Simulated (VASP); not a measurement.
# SiGe3 (Pm-3m) in VASP: further runs

SiGe3 is run at these levels: r2SCAN; tasks: single point.

All numbers are computed with VASP 6.6.1; they aren't measurements. Logs are shortened: lines on timing, memory, paths and dates and some standing lists are left out, and cuts for length are marked.

### Step 1. The cell of the first run

The structure is cubic, space group Pm-3m (No. 221). Conventional cell: a = 4.053 Å, b = 4.053 Å, c = 4.053 Å, α = 90.00°, β = 90.00°, γ = 90.00°. Si (site symmetry m-3m) has 12 Ge at 2.87 Å within 3.8 Å. Ge (site symmetry 4/mmm) has 4 Si at 2.87 Å and 8 Ge at 2.87 Å within 3.8 Å.

### Step 2. Single point, r2SCAN

Input file POSCAR:

```
SiGe3
1.0
    4.0528818138      0.0000000000      0.0000000000
    0.0000000000      4.0528818138      0.0000000000
    0.0000000000      0.0000000000      4.0528818138
Si Ge
1 3
Direct
    0.0000000000      0.0000000000      0.0000000000
    0.0000000000      0.5000000000      0.5000000000
    0.5000000000      0.0000000000      0.5000000000
    0.5000000000      0.5000000000      0.0000000000
```

Input file INCAR.step1:

```
ALGO = Normal
EDIFF = 1E-4
ENCUT = 520
GGA = PE
ISMEAR = 0
LASPH = T
LCHARG = F
LREAL = F
LWAVE = T
NBANDS = 31
NELM = 100
PREC = Accurate
SIGMA = 0.1
```

Input file INCAR.step2:

```
ALGO = Normal
EDIFF = 1E-7
ENCUT = 520
ISIF = 2
ISMEAR = 0
ISTART = 1
LASPH = T
LCHARG = F
LMIXTAU = T
LREAL = F
LWAVE = F
METAGGA = R2SCAN
NBANDS = 31
NELM = 100
PREC = Accurate
SIGMA = 0.1
```

Input file KPOINTS:

```
k-points
0
Gamma
  4 4 4
```

Potentials or basis: VASP PAW PBE potentials, release 64 (Si, Ge_d).

The run is started by

```sh
$ cat potpaw_PBE.64/Si/POTCAR potpaw_PBE.64/Ge_d/POTCAR > POTCAR
$ cp INCAR.step1 INCAR
$ mpirun -np 1 vasp_std > vasp.out
$ cp INCAR.step2 INCAR
$ mpirun -np 1 vasp_std > vasp.out
```

OUTCAR:

```text
EDIFF = 1E-7
   ENCUT = 520
   ISIF = 2
   ISMEAR = 0
   ISTART = 1
   LASPH = T
   LREAL = F
   METAGGA = R2SCAN
   NELM = 100
   PREC = Accurate

 ion  position               nearest neighbor table
   1  0.000  0.000  0.000-   2 2.87   3 2.87   4 2.87   2 2.87   3 2.87   2 2.87   4 2.87   2 2.87
                             3 2.87   4 2.87   3 2.87   4 2.87
   2  0.000  0.500  0.500-   1 2.87   3 2.87   4 2.87   1 2.87   4 2.87   1 2.87   3 2.87   1 2.87
                             3 2.87   4 2.87   4 2.87   3 2.87
   3  0.500  0.000  0.500-   1 2.87   2 2.87   4 2.87   1 2.87   4 2.87   2 2.87   4 2.87   4 2.87
                             1 2.87   2 2.87   1 2.87   2 2.87
   4  0.500  0.500  0.000-   1 2.87   2 2.87   3 2.87   2 2.87   3 2.87   1 2.87   3 2.87   3 2.87
                             1 2.87   2 2.87   2 2.87   1 2.87

  LATTYP: Found a simple cubic cell.
 ALAT       =     4.0528818138

  Lattice vectors:

 A1 = (   4.0528818138,   0.0000000000,   0.0000000000)
 A2 = (   0.0000000000,   4.0528818138,   0.0000000000)
 A3 = (   0.0000000000,   0.0000000000,   4.0528818138)

Analysis of symmetry for initial positions (statically):
=====================================================================
 Subroutine PRICEL returns:
 Original cell was already a primitive cell.

 Routine SETGRP: Setting up the symmetry group for a
 simple cubic supercell.

 Subroutine GETGRP returns: Found 48 space group operations
 (whereof 48 operations were pure point group operations)
 out of a pool of 48 trial point group operations.

The static configuration has the point symmetry O_h .

Analysis of symmetry for dynamics (positions and initial velocities):
=====================================================================
 Subroutine PRICEL returns:
 Original cell was already a primitive cell.

 Routine SETGRP: Setting up the symmetry group for a
 simple cubic supercell.

 Subroutine GETGRP returns: Found 48 space group operations
 (whereof 48 operations were pure point group operations)
 out of a pool of 48 trial point group operations.

The dynamic configuration has the point symmetry O_h .

 Subroutine INISYM returns: Found 48 space group operations
 (whereof 48 operations are pure point group operations),
 and found     1 'primitive' translations

----------------------------------------------------------------------------------------

                                     Primitive cell

  volume of cell :      66.5720

  direct lattice vectors                    reciprocal lattice vectors
     4.052881814  0.000000000  0.000000000     0.246738012  0.000000000  0.000000000
     0.000000000  4.052881814  0.000000000     0.000000000  0.246738012  0.000000000
     0.000000000  0.000000000  4.052881814     0.000000000  0.000000000  0.246738012

  length of vectors
     4.052881814  4.052881814  4.052881814     0.246738012  0.246738012  0.246738012

  position of ions in fractional coordinates (direct lattice)
     0.000000000  0.000000000  0.000000000
     0.000000000  0.500000000  0.500000000
     0.500000000  0.000000000  0.500000000
     0.500000000  0.500000000  0.000000000

  ion indices of the primitive-cell ions
   primitive index   ion index
                 1           1
                 2           2
                 3           3
                 4           4

----------------------------------------------------------------------------------------

 KPOINTS: k-points

Automatic generation of k-mesh.
 Grid dimensions read from file:
 generate k-points for:    4    4    4

 Generating k-lattice:

  Cartesian coordinates                     Fractional coordinates (reciprocal lattice)
     0.061684503  0.000000000  0.000000000     0.250000000  0.000000000  0.000000000
     0.000000000  0.061684503  0.000000000     0.000000000  0.250000000  0.000000000
     0.000000000  0.000000000  0.061684503     0.000000000  0.000000000  0.250000000

  Length of vectors
     0.061684503  0.061684503  0.061684503

  Shift w.r.t. Gamma in fractional coordinates (k-lattice)
     0.000000000  0.000000000  0.000000000

 Subroutine IBZKPT returns following result:
 ===========================================

 Found     10 irreducible k-points:

 Following reciprocal coordinates:
            Coordinates               Weight
  0.000000  0.000000  0.000000      1.000000
  0.250000  0.000000  0.000000      6.000000
  0.500000  0.000000  0.000000      3.000000
  0.250000  0.250000  0.000000     12.000000
  0.500000  0.250000  0.000000     12.000000
  0.500000  0.500000  0.000000      3.000000
  0.250000  0.250000  0.250000      8.000000
  0.500000  0.250000  0.250000     12.000000
  0.500000  0.500000  0.250000      6.000000
  0.500000  0.500000  0.500000      1.000000
   k-points           NKPTS =     10   k-points in BZ     NKDIM =     10   number of bands    NBANDS=     31
   number of dos      NEDOS =    301   number of ions     NIONS =      4
   total plane-waves  NPLWV =  27000
   dimension x,y,z NGX =    30 NGY =   30 NGZ =   30
   dimension x,y,z NGXF=    60 NGYF=   60 NGZF=   60
   ions per type =               1   3
   NGX,Y,Z   is equivalent  to a cutoff of  12.31, 12.31, 12.31 a.u.
   NGXF,Y,Z  is equivalent  to a cutoff of  24.61, 24.61, 24.61 a.u.
 SYSTEM =  unknown system
   PREC   = accura    normal or accurate (medium, high low for compatibility)
   ISTART =      1    job   : 0-new  1-cont  2-samecut
   ICHARG =      0    charge: 1-file 2-atom 10-const
   ISPIN  =      1    spin polarized calculation?
   LNONCOLLINEAR =      F non collinear calculations
   LSORBIT =      F    spin-orbit coupling
   LASPH  =      T    aspherical Exc in radial PAW
   ENCUT  =  520.0 eV  38.22 Ry    6.18 a.u.   7.54  7.54  7.54*2*pi/ulx,y,z
   NELM   =    100;   NELMIN=  2; NELMDL=  0     # of ELM steps
   EDIFF  = 0.1E-06   stopping-criterion for ELM
   LREAL  =      F    real-space projection
   EDIFFG = 0.1E-05   stopping-criterion for IOM
   NSW    =      0    number of steps for IOM
   IBRION =     -1    ionic relax: 0-MD 1-quasi-New 2-CG
   NFREE  =      0    steps in history (QN), initial steepest desc. (CG)
   ISIF   =      2    stress and relaxation
   ISYM   =      2    0-nonsym 1-usesym 2-fastsym
   POTIM  = 0.5000    time-step for ionic-motion
   TEBEG  =    0.0;   TEEND  =   0.0 temperature during run
   PSTRESS=    0.0 pullay stress
   NELECT =      46.0000    total number of electrons
   NUPDOWN=      -1.0000    fix difference up-down
   EMIN   =  10.00;   EMAX   =-10.00  energy-range for DOS
   EFERMI =   0.00;   METHOD = LEGACY
   ISMEAR =     0;   SIGMA  =   0.10  broadening in eV -4-tet -1-fermi 0-gaus
   EFERMI_NEDOS =   21; number of points for ismear=-14 and -15
   IALGO  =     38    algorithm
   IMIX   =      4    mixing-type and parameters
     AMIX     =   0.40;   BMIX     =  1.00
     AMIX_MAG =   1.60;   BMIX_MAG =  1.00
  volume/ion in A,a.u.               =      16.64       112.31
  Fermi-wavevector in a.u.,A,eV,Ry     =   1.447316  2.735032 28.500463  2.094725
  Thomas-Fermi vector in A             =   2.565285
   LORBIT       =      0    0 simple, 1 ext, 2 COOP (PROOUT), +10 PAW based schemes
   METAGGA = R2SCAN    functional components
   LHFCALC =     F    Hartree Fock is set to
   AEXX    =    0.0000 exact exchange contribution
   IVDW    =     0    specifies the selected vdW correction
   LEPSILON=     F    determine dielectric tensor
   LRPA    =     F    only Hartree local field effects (RPA)
 non-spin polarized calculation
 Gauss-broadening in eV      SIGMA  =   0.10
  energy-cutoff  :      520.00
  volume of cell :       66.57
 maximum number of plane-waves:      1856
   NGX = 15   NGY = 15   NGZ = 15

 number of electron      45.9999890 magnetization

 Free energy of the ion-electron system (eV)
  ---------------------------------------------------
  ext. energy  EPLUGINS =         0.00000000
  ---------------------------------------------------
  free energy    TOTEN  =       -47.59005538 eV

  energy without entropy =      -47.58122844  energy(sigma->0) =      -47.58564191

 E-fermi :   8.1622     XC(G=0): -12.7456

 val. band max:        8.0634324118   @ k =   0.5000   0.5000   0.0000
 cond. band min:       8.1652773925   @ k =   0.5000   0.5000   0.0000
 fundamental gap:      0.1018449807
 Fermi energy:         8.1622240204

 k-point     1 :       0.0000    0.0000    0.0000
  band No.  band energies     occupation
      1     -17.3615      2.00000
      2     -17.3615      2.00000
      3     -17.3615      2.00000
      4     -17.3478      2.00000
      5     -17.2868      2.00000
      6     -17.2868      2.00000
[... 23 lines left out ...]
     30      14.6319      0.00000
     31      14.6319      0.00000

 k-point     2 :       0.2500    0.0000    0.0000
  band No.  band energies     occupation
      1     -17.3567      2.00000
      2     -17.3316      2.00000
      3     -17.3316      2.00000
      4     -17.3271      2.00000
      5     -17.2837      2.00000
      6     -17.2689      2.00000
[... 23 lines left out ...]
     30      16.1040      0.00000
     31      16.4160      0.00000

 k-point     3 :       0.5000    0.0000    0.0000
  band No.  band energies     occupation
      1     -17.3516      2.00000
      2     -17.2988      2.00000
      3     -17.2764      2.00000
      4     -17.2702      2.00000
      5     -17.2702      2.00000
      6     -17.2473      2.00000
[... 23 lines left out ...]
     30      13.6420      0.00000
     31      13.6420      0.00000

 k-point     4 :       0.2500    0.2500    0.0000
  band No.  band energies     occupation
      1     -17.3354      2.00000
      2     -17.3265      2.00000
      3     -17.3192      2.00000
      4     -17.3017      2.00000
      5     -17.2761      2.00000
      6     -17.2561      2.00000
[... 159 lines left out ...]
     30      14.8961      0.00000
     31      14.9917      0.00000

 k-point     9 :       0.5000    0.5000    0.2500
  band No.  band energies     occupation
      1     -17.3028      2.00000
      2     -17.3028      2.00000
      3     -17.2981      2.00000
      4     -17.2971      2.00000
      5     -17.2831      2.00000
      6     -17.2831      2.00000
[... 23 lines left out ...]
     30      15.9266      0.00000
     31      16.1587      0.00000

 k-point    10 :       0.5000    0.5000    0.5000
  band No.  band energies     occupation
      1     -17.3130      2.00000
      2     -17.3090      2.00000
      3     -17.3090      2.00000
      4     -17.3090      2.00000
      5     -17.2954      2.00000
      6     -17.2954      2.00000
[... 23 lines left out ...]
     30      16.6090      0.00000
     31      16.6090      0.00000

------------------------ aborting loop because EDIFF is reached ----------------------------------------

  FORCE on cell =-STRESS in cart. coord.  units (eV):
  Direction    XX          YY          ZZ          XY          YZ          ZX
  --------------------------------------------------------------------------------------
  -------------------------------------------------------------------------------------
  Total        4.0141561      4.0141561      4.0141561      0.0000000      0.0000000      0.0000000
  in kB       96.6079834     96.6079834     96.6079834      0.0000000      0.0000000      0.0000000
  external PRESSURE =      96.6079834 kB  Pullay stress =       0.0000000 kB

 VOLUME and BASIS-vectors are now :
 -----------------------------------------------------------------------------
  energy-cutoff  :      520.00
  volume of cell :       66.57
      direct lattice vectors                 reciprocal lattice vectors
     4.052881814  0.000000000  0.000000000     0.246738012  0.000000000  0.000000000
     0.000000000  4.052881814  0.000000000     0.000000000  0.246738012  0.000000000
     0.000000000  0.000000000  4.052881814     0.000000000  0.000000000  0.246738012

 POSITION                                       TOTAL-FORCE (eV/Angst)
 -----------------------------------------------------------------------------------
      0.00000      0.00000      0.00000         0.000000      0.000000      0.000000
      0.00000      2.02644      2.02644         0.000000      0.000000      0.000000
      2.02644      0.00000      2.02644         0.000000      0.000000      0.000000
      2.02644      2.02644      0.00000         0.000000      0.000000      0.000000
 -----------------------------------------------------------------------------------
    total drift:                                0.000000      0.000000     -0.000000

  FREE ENERGIE OF THE ION-ELECTRON SYSTEM (eV)
  ---------------------------------------------------
  free  energy   TOTEN  =       -47.5900553763 eV

  energy  without entropy=      -47.5812284353  energy(sigma->0) =      -47.58564191
```

Wall time 82 s (1 thread of Intel Xeon Platinum 8259CL at 2.50GHz (Skylake/Cascade Lake), shared host); peak memory 0.17 GiB.

What came out:

* Free energy: -47.5901 eV
* Pressure: 9.7 GPa
* Band gap on the k mesh: zero (band 23 reaches 11.13 eV, above the bottom of band 24 at 7.40 eV)

Caveat: the k points lie up to 0.39 Å⁻¹ apart; the PAW data sets were made with another functional, which shifts forces and pressure a little.

[end of part 1 of 2]
